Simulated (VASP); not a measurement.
# CdS (v.bh) (P6_3mc) in VASP: single point with PBE

Aim: the single point of CdS (v.bh) with PBE.

Everything below comes from runs of VASP 6.6.1. Logs are shortened: lines on timing, memory, paths and dates and some standing lists are left out, and cuts for length are marked.

## 1. The cell of the first run

The structure is hexagonal, space group P6_3mc (No. 186). The conventional cell has a = 4.197 Å, b = 4.197 Å, c = 6.829 Å, α = 90.00°, β = 90.00°, γ = 120.00°. Cd (site symmetry 3m) has 4 S at 2.57 Å within 3.4 Å. S (site symmetry 3m) has 4 Cd at 2.57 Å within 3.4 Å.

## 2. Single point, PBE

INCAR

```
SYSTEM = CdS
PREC = Accurate
ENCUT = 500
EDIFF = 1E-6
ISMEAR = 0
SIGMA = 0.02
LREAL = .FALSE.
LASPH = .TRUE.
NELM = 120
ALGO = Normal
ISIF = 2
LWAVE = .FALSE.
LCHARG = .FALSE.
GGA = PE
NBANDS = 26
GGA_COMPAT = .FALSE.
```

KPOINTS

```
Automatic mesh
0
G
  9 9 4
  0 0 0
```

POSCAR

```
CdS
1.0
    4.1967291406      0.0000000000      0.0000000000
   -2.0983645703      3.6344740485      0.0000000000
    0.0000000000      0.0000000000      6.8294860512
Cd S
2 2
Direct
    0.3333333333      0.6666666667      0.0002193565
    0.6666666667      0.3333333333      0.5002193565
    0.3333333333      0.6666666667      0.3767806435
    0.6666666667      0.3333333333      0.8767806435
```

Potentials or basis: VASP PAW PBE potentials, release 64 (Cd, S).

Run with:

```bash
> cat potpaw_PBE.64/Cd/POTCAR potpaw_PBE.64/S/POTCAR > POTCAR
> mpirun -np 1 vasp_std > vasp.out
```

OUTCAR:

```text
SYSTEM = CdS
   PREC = Accurate
   ENCUT = 500
   EDIFF = 1E-6
   ISMEAR = 0
   LREAL = .FALSE.
   LASPH = .TRUE.
   NELM = 120
   ISIF = 2
   GGA = PE

 ion  position               nearest neighbor table
   1  0.333  0.667  0.000-   4 2.57   4 2.57   4 2.57   3 2.57
   2  0.667  0.333  0.500-   3 2.57   3 2.57   3 2.57   4 2.57
   3  0.333  0.667  0.377-   2 2.57   2 2.57   2 2.57   1 2.57
   4  0.667  0.333  0.877-   1 2.57   1 2.57   1 2.57   2 2.57

  LATTYP: Found a hexagonal cell.
 ALAT       =     4.1967291406
 C/A-ratio  =     1.6273354373

  Lattice vectors:

 A1 = (   4.1967291406,   0.0000000000,   0.0000000000)
 A2 = (  -2.0983645703,   3.6344740485,   0.0000000000)
 A3 = (   0.0000000000,   0.0000000000,   6.8294860512)

Analysis of symmetry for initial positions (statically):
=====================================================================
 Subroutine PRICEL returns:
 Original cell was already a primitive cell.

 Routine SETGRP: Setting up the symmetry group for a
 hexagonal supercell.

 Subroutine GETGRP returns: Found 12 space group operations
 (whereof  6 operations were pure point group operations)
 out of a pool of 24 trial point group operations.

The static configuration has the point symmetry C_3v.
 The point group associated with its full space group is C_6v.

Analysis of symmetry for dynamics (positions and initial velocities):
=====================================================================
 Subroutine PRICEL returns:
 Original cell was already a primitive cell.

 Routine SETGRP: Setting up the symmetry group for a
 hexagonal supercell.

 Subroutine GETGRP returns: Found 12 space group operations
 (whereof  6 operations were pure point group operations)
 out of a pool of 24 trial point group operations.

The dynamic configuration has the point symmetry C_3v.
 The point group associated with its full space group is C_6v.

 Subroutine INISYM returns: Found 12 space group operations
 (whereof  6 operations are pure point group operations),
 and found     1 'primitive' translations

----------------------------------------------------------------------------------------

                                     Primitive cell

  volume of cell :     104.1695

  direct lattice vectors                    reciprocal lattice vectors
     4.196729141  0.000000000  0.000000000     0.238280805  0.137571487  0.000000000
    -2.098364570  3.634474048  0.000000000     0.000000000  0.275142974  0.000000000
     0.000000000  0.000000000  6.829486051     0.000000000  0.000000000  0.146423903

  length of vectors
     4.196729141  4.196729141  6.829486051     0.275142974  0.275142974  0.146423903

  position of ions in fractional coordinates (direct lattice)
     0.333333333  0.666666667  0.000219356
     0.666666667  0.333333333  0.500219356
     0.333333333  0.666666667  0.376780643
     0.666666667  0.333333333  0.876780643

  ion indices of the primitive-cell ions
   primitive index   ion index
                 1           1
                 2           2
                 3           3
                 4           4

----------------------------------------------------------------------------------------

 KPOINTS: Automatic mesh

Automatic generation of k-mesh.
 Grid dimensions read from file:
 generate k-points for:    9    9    4

 Generating k-lattice:

  Cartesian coordinates                     Fractional coordinates (reciprocal lattice)
     0.026475645  0.015285721  0.000000000     0.111111111  0.000000000  0.000000000
     0.000000000  0.030571442  0.000000000     0.000000000  0.111111111  0.000000000
     0.000000000  0.000000000  0.036605976     0.000000000  0.000000000  0.250000000

  Length of vectors
     0.030571442  0.030571442  0.036605976

  Shift w.r.t. Gamma in fractional coordinates (k-lattice)
     0.000000000  0.000000000  0.000000000

 Subroutine IBZKPT returns following result:
 ===========================================

 Found     36 irreducible k-points:

 Following reciprocal coordinates:
            Coordinates               Weight
  0.000000  0.000000  0.000000      1.000000
  0.111111  0.000000  0.000000      6.000000
  0.222222  0.000000  0.000000      6.000000
  0.333333  0.000000  0.000000      6.000000
  0.444444  0.000000  0.000000      6.000000
  0.111111  0.111111  0.000000      6.000000
[... 16 lines left out ...]
  0.333333  0.222222  0.250000     24.000000
  0.333333  0.333333  0.250000      4.000000
 [... further k-points ...]
   k-points           NKPTS =     36   k-points in BZ     NKDIM =     36   number of bands    NBANDS=     26
   number of dos      NEDOS =    301   number of ions     NIONS =      4
   total plane-waves  NPLWV =  51200
   dimension x,y,z NGX =    32 NGY =   32 NGZ =   50
   dimension x,y,z NGXF=    64 NGYF=   64 NGZF=  100
   ions per type =               2   2
   NGX,Y,Z   is equivalent  to a cutoff of  12.68, 12.68, 12.17 a.u.
   NGXF,Y,Z  is equivalent  to a cutoff of  25.35, 25.35, 24.34 a.u.
 SYSTEM =  CdS
   PREC   = accura    normal or accurate (medium, high low for compatibility)
   ISTART =      0    job   : 0-new  1-cont  2-samecut
   ICHARG =      2    charge: 1-file 2-atom 10-const
   ISPIN  =      1    spin polarized calculation?
   LNONCOLLINEAR =      F non collinear calculations
   LSORBIT =      F    spin-orbit coupling
   LASPH  =      T    aspherical Exc in radial PAW
   ENCUT  =  500.0 eV  36.75 Ry    6.06 a.u.   7.65  7.65 12.45*2*pi/ulx,y,z
   NELM   =    120;   NELMIN=  2; NELMDL= -5     # of ELM steps
   EDIFF  = 0.1E-05   stopping-criterion for ELM
   LREAL  =      F    real-space projection
   EDIFFG = 0.1E-04   stopping-criterion for IOM
   NSW    =      0    number of steps for IOM
   IBRION =     -1    ionic relax: 0-MD 1-quasi-New 2-CG
   NFREE  =      0    steps in history (QN), initial steepest desc. (CG)
   ISIF   =      2    stress and relaxation
   ISYM   =      2    0-nonsym 1-usesym 2-fastsym
   POTIM  = 0.5000    time-step for ionic-motion
   TEBEG  =    0.0;   TEEND  =   0.0 temperature during run
   PSTRESS=    0.0 pullay stress
   NELECT =      36.0000    total number of electrons
   NUPDOWN=      -1.0000    fix difference up-down
   EMIN   =  10.00;   EMAX   =-10.00  energy-range for DOS
   EFERMI =   0.00;   METHOD = LEGACY
   ISMEAR =     0;   SIGMA  =   0.02  broadening in eV -4-tet -1-fermi 0-gaus
   EFERMI_NEDOS =   21; number of points for ismear=-14 and -15
   IALGO  =     38    algorithm
   IMIX   =      4    mixing-type and parameters
     AMIX     =   0.40;   BMIX     =  1.00
     AMIX_MAG =   1.60;   BMIX_MAG =  1.00
  volume/ion in A,a.u.               =      26.04       175.74
  Fermi-wavevector in a.u.,A,eV,Ry     =   1.148847  2.171006 17.957638  1.319849
  Thomas-Fermi vector in A             =   2.285520
   LORBIT       =      0    0 simple, 1 ext, 2 COOP (PROOUT), +10 PAW based schemes
   GGA     = PE    functional components
   LHFCALC =     F    Hartree Fock is set to
   AEXX    =    0.0000 exact exchange contribution
   IVDW    =     0    specifies the selected vdW correction
   LEPSILON=     F    determine dielectric tensor
   LRPA    =     F    only Hartree local field effects (RPA)
 non-spin polarized calculation
 Gauss-broadening in eV      SIGMA  =   0.02
  energy-cutoff  :      500.00
  volume of cell :      104.17
 maximum number of plane-waves:      2677
 NGX is ok and might be reduce to    32
   NGX = 15   NGY = 15   NGZ = 25

 number of electron      36.0000000 magnetization

 Free energy of the ion-electron system (eV)
  ---------------------------------------------------
  ext. energy  EPLUGINS =         0.00000000
  ---------------------------------------------------
  free energy    TOTEN  =       -12.29940027 eV

  energy without entropy =      -12.29940027  energy(sigma->0) =      -12.29940027

 E-fermi :   1.0063     XC(G=0):  -8.9185

 val. band max:        0.9098000453   @ k =   0.0000   0.0000   0.0000
 cond. band min:       2.0224713150   @ k =   0.0000   0.0000   0.0000
 fundamental gap:      1.1126712697
 Fermi energy:         1.0062662516

 k-point     1 :       0.0000    0.0000    0.0000
  band No.  band energies     occupation
      1     -11.1775      2.00000
      2     -10.7901      2.00000
      3      -6.6376      2.00000
      4      -6.6320      2.00000
      5      -6.6320      2.00000
      6      -6.5577      2.00000
[... 18 lines left out ...]
     25       8.4581      0.00000
     26       8.4612      0.00000

 k-point     2 :       0.1111    0.0000    0.0000
  band No.  band energies     occupation
      1     -11.1379      2.00000
      2     -10.7726      2.00000
      3      -6.6258      2.00000
      4      -6.6159      2.00000
      5      -6.5996      2.00000
      6      -6.5390      2.00000
[... 18 lines left out ...]
     25       8.3799      0.00000
     26       8.7114      0.00000

 k-point     3 :       0.2222    0.0000    0.0000
  band No.  band energies     occupation
      1     -11.0343      2.00000
      2     -10.7309      2.00000
      3      -6.5915      2.00000
      4      -6.5794      2.00000
      5      -6.5139      2.00000
      6      -6.4787      2.00000
[... 18 lines left out ...]
     25       8.6462      0.00000
     26       9.3843      0.00000

 k-point     4 :       0.3333    0.0000    0.0000
  band No.  band energies     occupation
      1     -10.9077      2.00000
      2     -10.6918      2.00000
      3      -6.5613      2.00000
      4      -6.5476      2.00000
      5      -6.4338      2.00000
      6      -6.4150      2.00000
[... 18 lines left out ...]
     25       9.2161      0.00000
     26       9.5936      0.00000
[... 496 lines left out ...]
      1     -10.8188      2.00000
      2     -10.7007      2.00000
      3      -6.5364      2.00000
      4      -6.5140      2.00000
      5      -6.4392      2.00000
      6      -6.4191      2.00000
[... 18 lines left out ...]
     25       8.8300      0.00000
     26       9.8427      0.00000

 k-point    23 :       0.3333    0.2222    0.2500
  band No.  band energies     occupation
      1     -10.7481      2.00000
      2     -10.6892      2.00000
      3      -6.5342      2.00000
      4      -6.4863      2.00000
      5      -6.4273      2.00000
      6      -6.3915      2.00000
[... 18 lines left out ...]
     25       9.4292      0.00000
     26      10.0519      0.00000

 k-point    24 :       0.3333    0.3333    0.2500
  band No.  band energies     occupation
      1     -10.7048      2.00000
      2     -10.7048      2.00000
      3      -6.5381      2.00000
      4      -6.4452      2.00000
      5      -6.4452      2.00000
      6      -6.3841      2.00000
[... 18 lines left out ...]
     25      10.1661      0.00000
     26      10.2030      0.00000

 [... further k-points ...]

------------------------ aborting loop because EDIFF is reached ----------------------------------------

  FORCE on cell =-STRESS in cart. coord.  units (eV):
  Direction    XX          YY          ZZ          XY          YZ          ZX
  --------------------------------------------------------------------------------------
  -------------------------------------------------------------------------------------
  Total        0.1733445      0.1733445      0.1756673      0.0000000      0.0000000      0.0000000
  in kB        2.6661231      2.6661231      2.7018476      0.0000000      0.0000000      0.0000000
  external PRESSURE =       2.6780313 kB  Pullay stress =       0.0000000 kB

 VOLUME and BASIS-vectors are now :
 -----------------------------------------------------------------------------
  energy-cutoff  :      500.00
  volume of cell :      104.17
      direct lattice vectors                 reciprocal lattice vectors
     4.196729141  0.000000000  0.000000000     0.238280805  0.137571487  0.000000000
    -2.098364570  3.634474048  0.000000000     0.000000000  0.275142974  0.000000000
     0.000000000  0.000000000  6.829486051     0.000000000  0.000000000  0.146423903

 POSITION                                       TOTAL-FORCE (eV/Angst)
 -----------------------------------------------------------------------------------
     -0.00000      2.42298      0.00150         0.000000      0.000000      0.000222
      2.09836      1.21149      3.41624         0.000000      0.000000      0.000222
     -0.00000      2.42298      2.57322         0.000000     -0.000000     -0.000222
      2.09836      1.21149      5.98796        -0.000000      0.000000     -0.000222
 -----------------------------------------------------------------------------------
    total drift:                               -0.000000      0.000000     -0.000299

  FREE ENERGIE OF THE ION-ELECTRON SYSTEM (eV)
  ---------------------------------------------------
  free  energy   TOTEN  =       -12.2994002672 eV

  energy  without entropy=      -12.2994002672  energy(sigma->0) =      -12.29940027
```

Wall time 30 s (1 thread of Intel Xeon Platinum 8481C at 2.70GHz (Sapphire Rapids), shared host); peak memory 0.25 GiB.

What came out:

| Quantity | Value |
| --- | --- |
| Free energy | -12.2994 eV |
| Pressure | 0.3 GPa |
| Band gap on the k mesh | 1.11 eV, direct |

Expect the measured gap to be larger: semilocal functionals such as PBE lack the derivative discontinuity.
